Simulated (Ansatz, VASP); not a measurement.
This is a calculation of Sn for VASP 6.6.1.

Contents of INCAR:

```
SYSTEM = Sn
PREC = Accurate
ENCUT = 520
EDIFF = 1E-7
ISMEAR = 0
SIGMA = 0.018000000000000002
LREAL = .FALSE.
LASPH = .TRUE.
NELM = 60
ALGO = Fast
ISIF = 2
LWAVE = .FALSE.
LCHARG = .FALSE.
GGA = PE
NBANDS = 21
```

The input KPOINTS:

```
Automatic mesh
0
G
  9 9 9
  0 0 0
```

The input POSCAR:

```
Sn
1.0
   -2.9401404553      2.9401404553      1.5993019889
    2.9401404553     -2.9401404553      1.5993019889
    2.9401404553      2.9401404553     -1.5993019889
Sn
2
Direct
    0.0000000000      0.0000000000      0.0000000000
    0.7500000000      0.2500000000      0.5000000000
```

Potentials or basis: VASP PAW PBE potentials, release 64 (Sn_d).

Run with:

```console
$ cat potpaw_PBE.64/Sn_d/POTCAR > POTCAR
$ mpirun -np 1 vasp_std > vasp.out
```

Task: Set up the same calculation for Ansatz 0.2.0. Potentials there: Ansatz PAW.

Result: As run (the cutoff follows the program's own potentials):

The input input.yaml:

```yaml
crystal:
  lattice:
    - [-2.9401404553, 2.9401404553, 1.5993019889]
    - [2.9401404553, -2.9401404553, 1.5993019889]
    - [2.9401404553, 2.9401404553, -1.5993019889]
  atoms:
    - { symbol: Sn, position: [0.0, 0.0, 0.0] }
    - { symbol: Sn, position: [0.75, 0.25, 0.5] }
hamiltonian:
  xc: pbe
  pseudopotentials: { kind: paw }
kpoints:
  mp_grid: { grid: [9, 9, 9] }
scf:
  occupations: { method: gaussian, width: 0.018 }
output:
  forces: true
  stress: true
  eigenvalues: true
```

Potentials or basis: Ansatz PAW.

Run with:

```bash
$ ansatz run input.yaml --threads 2 --pin off --max-ram 5632MiB --backend cpu --events-out ev --progress --plain --runs-dir out
```

Both were run:

|  | VASP | Ansatz | Ansatz less VASP |
| --- | --- | --- | --- |
| gap on the k mesh at the Fermi level (eV) | none | none | - |
| pressure (GPa) | 1.4 | 1.4 | +0.05 |
| traceless stress, the component that is largest in VASP (GPa) | -0.24 | -0.23 | +0.003 |

A gap of «none» marks a metal or a gap that the smearing closes. With one functional, cell and mesh, what is left measures potentials, basis and numerics.
